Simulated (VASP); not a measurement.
# Ir (Pm-3n) in VASP: further runs

The runs below take Ir through single point, relaxation of cell and atoms, with PBEsol.

Program: VASP 6.6.1. These are calculated values, not measurements. Logs are shortened: lines on timing, memory, paths and dates and some standing lists are left out, and cuts for length are marked.

## Step 1: The cell of the first run

The structure is cubic, space group Pm-3n (No. 223). Conventional cell: a = 4.892 Å, b = 4.892 Å, c = 4.892 Å, α = 90.00°, β = 90.00°, γ = 90.00°. Ir (site symmetry m-3) has 12 Ir at 2.73 Å within 3.6 Å. Ir (site symmetry -4m2) has 14 Ir at 2.45 to 3.00 Å within 3.2 Å.

## Step 2: Single point, PBEsol

The input, INCAR:

```
PREC     = Accurate       # precision mode
ENCUT    = 520            # plane-wave cutoff, eV
EDIFF    = 1E-7           # SCF threshold, eV
ISMEAR   = -1             # smearing method
SIGMA    = 0.1            # smearing width, eV
LREAL    = F              # projectors in reciprocal space
LASPH    = T              # aspherical terms in the spheres
NELM     = 60             # most SCF steps
ALGO     = Normal         # electronic algorithm
ISIF     = 2              # what is computed and relaxed
LWAVE    = F              # write WAVECAR
LCHARG   = T              # write CHGCAR
GGA      = PS             # functional
LELF     = T              # ELF
LVHAR    = T            
NBANDS   = 46             # bands
```

The input, KPOINTS:

```
regular mesh
0
Gamma
  5 5 5
```

The input, POSCAR:

```
Ir
1.0
    4.8916215679      0.0000000000      0.0000000000
    0.0000000000      4.8916215679      0.0000000000
    0.0000000000      0.0000000000      4.8916215679
Ir
8
Direct
    0.0000000000      0.0000000000      1.0000000000
    0.5000000000      0.5000000000      0.5000000000
    0.2500000000      0.0000000000      0.5000000000
    0.7500000000      0.0000000000      0.5000000000
    0.5000000000      0.2500000000      1.0000000000
    0.5000000000      0.7500000000      1.0000000000
    1.0000000000      0.5000000000      0.2500000000
    1.0000000000      0.5000000000      0.7500000000
```

Potentials or basis: VASP PAW PBE potentials, release 64 (Ir).

Launch:

```console
> cat potpaw_PBE.64/Ir/POTCAR > POTCAR
> mpirun -np 1 vasp_std > vasp.out
```

OUTCAR:

```text
PREC = Accurate
   ENCUT = 520
   EDIFF = 1E-7
   ISMEAR = -1
   LREAL = F
   LASPH = T
   NELM = 60
   ISIF = 2
   GGA = PS

 ion  position               nearest neighbor table
   1  0.000  0.000  0.000-   3 2.73   4 2.73   5 2.73   6 2.73   7 2.73   8 2.73   3 2.73   4 2.73
                             7 2.73   8 2.73   5 2.73   6 2.73
   2  0.500  0.500  0.500-   3 2.73   4 2.73   5 2.73   6 2.73   7 2.73   8 2.73   5 2.73   6 2.73
                             3 2.73   4 2.73   7 2.73   8 2.73
   3  0.250  0.000  0.500-   4 2.45   4 2.45   1 2.73   1 2.73   2 2.73   2 2.73   8 3.00   5 3.00
                             5 3.00   6 3.00   6 3.00   7 3.00   8 3.00   7 3.00
   4  0.750  0.000  0.500-   3 2.45   3 2.45   1 2.73   1 2.73   2 2.73   2 2.73   8 3.00   5 3.00
                             5 3.00   6 3.00   6 3.00   7 3.00   8 3.00   7 3.00
   5  0.500  0.250  0.000-   6 2.45   6 2.45   1 2.73   2 2.73   2 2.73   1 2.73   8 3.00   4 3.00
                             3 3.00   4 3.00   3 3.00   7 3.00   7 3.00   8 3.00
   6  0.500  0.750  0.000-   5 2.45   5 2.45   1 2.73   2 2.73   2 2.73   1 2.73   8 3.00   4 3.00
                             3 3.00   4 3.00   3 3.00   7 3.00   7 3.00   8 3.00
   7  0.000  0.500  0.250-   8 2.45   8 2.45   1 2.73   2 2.73   1 2.73   2 2.73   3 3.00   4 3.00
                             5 3.00   3 3.00   4 3.00   6 3.00   5 3.00   6 3.00
   8  0.000  0.500  0.750-   7 2.45   7 2.45   1 2.73   2 2.73   1 2.73   2 2.73   3 3.00   4 3.00
                             5 3.00   3 3.00   4 3.00   6 3.00   5 3.00   6 3.00

  LATTYP: Found a simple cubic cell.
 ALAT       =     4.8916215679

  Lattice vectors:

 A1 = (   4.8916215679,   0.0000000000,   0.0000000000)
 A2 = (   0.0000000000,   4.8916215679,   0.0000000000)
 A3 = (   0.0000000000,   0.0000000000,   4.8916215679)

Analysis of symmetry for initial positions (statically):
=====================================================================
 Subroutine PRICEL returns:
 Original cell was already a primitive cell.

 Routine SETGRP: Setting up the symmetry group for a
 simple cubic supercell.

 Subroutine GETGRP returns: Found 48 space group operations
 (whereof 24 operations were pure point group operations)
 out of a pool of 48 trial point group operations.

The static configuration has the point symmetry T_h .
 The point group associated with its full space group is O_h .

Analysis of symmetry for dynamics (positions and initial velocities):
=====================================================================
 Subroutine PRICEL returns:
 Original cell was already a primitive cell.

 Routine SETGRP: Setting up the symmetry group for a
 simple cubic supercell.

 Subroutine GETGRP returns: Found 48 space group operations
 (whereof 24 operations were pure point group operations)
 out of a pool of 48 trial point group operations.

The dynamic configuration has the point symmetry T_h .
 The point group associated with its full space group is O_h .

 Subroutine INISYM returns: Found 48 space group operations
 (whereof 24 operations are pure point group operations),
 and found     1 'primitive' translations

----------------------------------------------------------------------------------------

                                     Primitive cell

  volume of cell :     117.0465

  direct lattice vectors                    reciprocal lattice vectors
     4.891621568  0.000000000  0.000000000     0.204431186  0.000000000  0.000000000
     0.000000000  4.891621568  0.000000000     0.000000000  0.204431186  0.000000000
     0.000000000  0.000000000  4.891621568     0.000000000  0.000000000  0.204431186

  length of vectors
     4.891621568  4.891621568  4.891621568     0.204431186  0.204431186  0.204431186

  position of ions in fractional coordinates (direct lattice)
     0.000000000  0.000000000  0.000000000
     0.500000000  0.500000000  0.500000000
     0.250000000  0.000000000  0.500000000
     0.750000000  0.000000000  0.500000000
     0.500000000  0.250000000  0.000000000
     0.500000000  0.750000000  0.000000000
     0.000000000  0.500000000  0.250000000
     0.000000000  0.500000000  0.750000000

  ion indices of the primitive-cell ions
   primitive index   ion index
                 1           1
                 2           2
                 3           3
                 4           4
                 5           5
                 6           6
                 7           7
                 8           8

----------------------------------------------------------------------------------------

 KPOINTS: regular mesh

Automatic generation of k-mesh.
 Grid dimensions read from file:
 generate k-points for:    5    5    5

 Generating k-lattice:

  Cartesian coordinates                     Fractional coordinates (reciprocal lattice)
     0.040886237  0.000000000  0.000000000     0.200000000  0.000000000  0.000000000
     0.000000000  0.040886237  0.000000000     0.000000000  0.200000000  0.000000000
     0.000000000  0.000000000  0.040886237     0.000000000  0.000000000  0.200000000

  Length of vectors
     0.040886237  0.040886237  0.040886237

  Shift w.r.t. Gamma in fractional coordinates (k-lattice)
     0.000000000  0.000000000  0.000000000

 Subroutine IBZKPT returns following result:
 ===========================================

 Found     10 irreducible k-points:

 Following reciprocal coordinates:
            Coordinates               Weight
  0.000000  0.000000  0.000000      1.000000
  0.200000  0.000000  0.000000      6.000000
  0.400000  0.000000  0.000000      6.000000
  0.200000  0.200000  0.000000     12.000000
  0.400000  0.200000  0.000000     24.000000
  0.400000  0.400000  0.000000     12.000000
  0.200000  0.200000  0.200000      8.000000
  0.400000  0.200000  0.200000     24.000000
  0.400000  0.400000  0.200000     24.000000
  0.400000  0.400000  0.400000      8.000000
   k-points           NKPTS =     10   k-points in BZ     NKDIM =     10   number of bands    NBANDS=     46
   number of dos      NEDOS =    301   number of ions     NIONS =      8
   total plane-waves  NPLWV =  46656
   dimension x,y,z NGX =    36 NGY =   36 NGZ =   36
   dimension x,y,z NGXF=    72 NGYF=   72 NGZF=   72
   ions per type =               8
   NGX,Y,Z   is equivalent  to a cutoff of  12.23, 12.23, 12.23 a.u.
   NGXF,Y,Z  is equivalent  to a cutoff of  24.47, 24.47, 24.47 a.u.
 SYSTEM =  unknown system
   PREC   = accura    normal or accurate (medium, high low for compatibility)
   ISTART =      0    job   : 0-new  1-cont  2-samecut
   ICHARG =      2    charge: 1-file 2-atom 10-const
   ISPIN  =      1    spin polarized calculation?
   LNONCOLLINEAR =      F non collinear calculations
   LSORBIT =      F    spin-orbit coupling
   LASPH  =      T    aspherical Exc in radial PAW
   ENCUT  =  520.0 eV  38.22 Ry    6.18 a.u.   9.10  9.10  9.10*2*pi/ulx,y,z
   NELM   =     60;   NELMIN=  2; NELMDL= -5     # of ELM steps
   EDIFF  = 0.1E-06   stopping-criterion for ELM
   LREAL  =      F    real-space projection
   EDIFFG = 0.1E-05   stopping-criterion for IOM
   NSW    =      0    number of steps for IOM
   IBRION =     -1    ionic relax: 0-MD 1-quasi-New 2-CG
   NFREE  =      0    steps in history (QN), initial steepest desc. (CG)
   ISIF   =      2    stress and relaxation
   ISYM   =      2    0-nonsym 1-usesym 2-fastsym
   POTIM  = 0.5000    time-step for ionic-motion
   TEBEG  =    0.0;   TEEND  =   0.0 temperature during run
   PSTRESS=    0.0 pullay stress
   NELECT =      72.0000    total number of electrons
   NUPDOWN=      -1.0000    fix difference up-down
   EMIN   =  10.00;   EMAX   =-10.00  energy-range for DOS
   EFERMI =   0.00;   METHOD = LEGACY
   ISMEAR =    -1;   SIGMA  =   0.10  broadening in eV -4-tet -1-fermi 0-gaus
   EFERMI_NEDOS =   21; number of points for ismear=-14 and -15
   IALGO  =     38    algorithm
   IMIX   =      4    mixing-type and parameters
     AMIX     =   0.40;   BMIX     =  1.00
     AMIX_MAG =   1.60;   BMIX_MAG =  1.00
  volume/ion in A,a.u.               =      14.63        98.73
  Fermi-wavevector in a.u.,A,eV,Ry     =   1.392300  2.631065 26.374883  1.938499
  Thomas-Fermi vector in A             =   2.516056
   LORBIT       =      0    0 simple, 1 ext, 2 COOP (PROOUT), +10 PAW based schemes
   GGA     = PS    functional components
   LHFCALC =     F    Hartree Fock is set to
   AEXX    =    0.0000 exact exchange contribution
   IVDW    =     0    specifies the selected vdW correction
   LEPSILON=     F    determine dielectric tensor
   LRPA    =     F    only Hartree local field effects (RPA)
 non-spin polarized calculation
  energy-cutoff  :      520.00
  volume of cell :      117.05
 maximum number of plane-waves:      3174
   NGX = 19   NGY = 19   NGZ = 19

 number of electron      71.9999979 magnetization

 Free energy of the ion-electron system (eV)
  ---------------------------------------------------
  ext. energy  EPLUGINS =         0.00000000
  ---------------------------------------------------
  free energy    TOTEN  =       -74.35333062 eV

  energy without entropy =      -73.96416097  energy(sigma->0) =      -74.15874580

 E-fermi :   9.7571     XC(G=0): -13.8770

 val. band max:        9.7395266973   @ k =   0.4000   0.4000   0.0000
 cond. band min:       9.7641798354   @ k =   0.2000   0.2000   0.2000
 fundamental gap:      0.0246531380
 Fermi energy:         9.7571355391

 k-point     1 :       0.0000    0.0000    0.0000
  band No.  band energies     occupation
      1      -1.1713      2.00000
      2       1.6917      2.00000
      3       1.6917      2.00000
      4       3.0176      2.00000
      5       3.2851      2.00000
      6       3.2851      2.00000
[... 38 lines left out ...]
     45      14.0001      0.00000
     46      14.0001      0.00000
[... 400 lines left out ...]
      6       3.0072      2.00000
[... 38 lines left out ...]
     45      11.7496      0.00000
     46      11.8112      0.00000

------------------------ aborting loop because EDIFF is reached ----------------------------------------

  FORCE on cell =-STRESS in cart. coord.  units (eV):
  Direction    XX          YY          ZZ          XY          YZ          ZX
  --------------------------------------------------------------------------------------
  -------------------------------------------------------------------------------------
  Total        0.6484451      0.6484451      0.6484451      0.0000000     -0.0000000      0.0000000
  in kB        8.8761622      8.8761622      8.8761622      0.0000000     -0.0000000      0.0000000
  external PRESSURE =       8.8761622 kB  Pullay stress =       0.0000000 kB

 VOLUME and BASIS-vectors are now :
 -----------------------------------------------------------------------------
  energy-cutoff  :      520.00
  volume of cell :      117.05
      direct lattice vectors                 reciprocal lattice vectors
     4.891621568  0.000000000  0.000000000     0.204431186  0.000000000  0.000000000
     0.000000000  4.891621568  0.000000000     0.000000000  0.204431186  0.000000000
     0.000000000  0.000000000  4.891621568     0.000000000  0.000000000  0.204431186

 POSITION                                       TOTAL-FORCE (eV/Angst)
 -----------------------------------------------------------------------------------
      0.00000      0.00000      0.00000        -0.000000      0.000000     -0.000000
      2.44581      2.44581      2.44581        -0.000000      0.000000     -0.000000
      1.22291      0.00000      2.44581         0.000000      0.000000     -0.000000
      3.66872      0.00000      2.44581        -0.000000     -0.000000      0.000000
      2.44581      1.22291      0.00000         0.000000      0.000000      0.000000
      2.44581      3.66872      0.00000        -0.000000     -0.000000      0.000000
      0.00000      2.44581      1.22291         0.000000     -0.000000      0.000000
      0.00000      2.44581      3.66872         0.000000     -0.000000     -0.000000
 -----------------------------------------------------------------------------------
    total drift:                                0.000000      0.000000     -0.000000

  FREE ENERGIE OF THE ION-ELECTRON SYSTEM (eV)
  ---------------------------------------------------
  free  energy   TOTEN  =       -74.3533306250 eV

  energy  without entropy=      -73.9641609680  energy(sigma->0) =      -74.15874580
```

Wall time 2.2 min (1 thread of AMD EPYC 7R43 (Zen 3), shared host); peak memory 0.18 GiB.

Results:

```
Free energy            : -74.3533 eV
Pressure               : 0.9 GPa
Band gap on the k mesh : zero (bands 36 and 37 overlap by 0.52 eV)
```

Levels at points of the mesh, in eV from the Fermi level:
| k point | band 33 | band 34 | band 35 | band 36 | band 37 | band 38 | band 39 | band 40 |
| --- | --- | --- | --- | --- | --- | --- | --- | --- |
| (0.00, 0.00, 0.00) | -1.24 | -0.36 | -0.36 | 0.34 | 0.34 | 0.34 | 0.95 | 0.95 |

Caveat: the PAW data sets were made with another functional, which shifts forces and pressure a little; spin-orbit coupling is left out, which moves the levels of the heavy elements.

## Step 3: Single point, PBEsol

The input, INCAR:

```
PREC = Accurate ; ENCUT = 520
EDIFF = 1E-6 ; ISMEAR = -1
SIGMA = 0.1 ; LREAL = False
LASPH = True ; NELM = 60
ALGO = Normal ; ISIF = 2
LWAVE = False ; LCHARG = False
GGA = PS ; NBANDS = 46
```

The input, KPOINTS:

```
Automatic mesh
0
Gamma
  7 7 7
```

POSCAR is that of step 2.

Potentials or basis: VASP PAW PBE potentials, release 64 (Ir).

Launch:

```console
> cat potpaw_PBE.64/Ir/POTCAR > POTCAR
> mpirun -np 1 vasp_std > vasp.out
```

It took 2.7 min on 1 thread of AMD EPYC 7R43 (Zen 3), shared host; peak memory 0.21 GiB.

The run converged. Its results:

| Property | Result |
| --- | --- |
| Free energy | -74.3081 eV |
| Pressure | 1.0 GPa |
| Band gap on the k mesh | zero (bands 36 and 37 overlap by 0.68 eV) |

Levels at points of the mesh, in eV from the Fermi level:
```
           k point  band 33  band 34  band 35  band 36  band 37  band 38  band 39  band 40
(0.00, 0.00, 0.00)    -1.24    -0.35    -0.35     0.37     0.37     0.37     0.96     0.96
```

Caveat: the PAW data sets were made with another functional, which shifts forces and pressure a little; spin-orbit coupling is left out, which moves the levels of the heavy elements.

(Continued in part 2 of 2.)
